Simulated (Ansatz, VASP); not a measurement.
One calculation of As, two programs

INCAR

```
SYSTEM = As
PREC = Accurate
ENCUT = 500
EDIFF = 1E-6
ISMEAR = 0
SIGMA = 1.0
LREAL = .False.
LASPH = .True.
NELM = 120
ALGO = Normal
ISIF = 2
LWAVE = .False.
LCHARG = .False.
GGA = CA
NBANDS = 12
GGA_COMPAT = .False.
```

Contents of KPOINTS:

```
regular mesh
0
Gamma
  10 10 10
  0 0 0
```

Contents of POSCAR:

```
As
1.0
    1.8799878575      1.0854114956      3.3276505507
   -1.8799878575      1.0854114956      3.3276505507
    0.0000000000     -2.1708229912      3.3276505507
As
2
Direct
    0.7695128170      0.7695128170      0.7695128170
    0.2304871830      0.2304871830      0.2304871830
```

Input for Ansatz:

```yaml
crystal:
  lattice:
    - [1.8799878575, 1.0854114956, 3.3276505507]
    - [-1.8799878575, 1.0854114956, 3.3276505507]
    - [0.0, -2.1708229912, 3.3276505507]
  atoms:
    - { symbol: As, position: [0.769512817, 0.769512817, 0.769512817] }
    - { symbol: As, position: [0.230487183, 0.230487183, 0.230487183] }
hamiltonian:
  xc: lda
  pseudopotentials:
    kind: paw
    azcp:
      As: "pseudopotentials/As.paw.azcp"
basis:
  ecutwfc: 420
  fft_grid_basis: typed
kpoints:
  mp_grid: { grid: [10, 10, 10], shift: [0, 0, 0] }
magnetization:
  spin_polarized: false
scf:
  occupations: { method: gaussian, width: 1.0 }
  lower_state_search: "off"
output:
  stress: true
```

Alike in both runs: task single point; functional LDA; k mesh 10 × 10 × 10; occupations gaussian, width 1 eV; no spin polarisation.

|  | VASP | Ansatz |
| --- | --- | --- |
| version | VASP 6.6.1 | Ansatz 0.2.0 |
| potentials or method | VASP PAW LDA potentials, release 64 (As), cutoff 500 eV | plane waves (420 eV) with PAW, scalar-relativistic |
| valence electrons in the cell | 10 | 30 |

```tsv
	VASP	Ansatz	Ansatz less VASP
pressure (GPa)	0.7	0.3	-0.44
traceless stress, the component that is largest in VASP (GPa)	0.22	0.32	+0.103
```

Ansatz warns that its potentials were made for another functional, while VASP's fit it. LDA's correlation is that of Perdew and Zunger in VASP and of Perdew and Wang (1992) in Ansatz. VASP's potentials hold 10 valence electrons a cell and Ansatz's 30, so a difference there can come from the potentials and not from the codes.
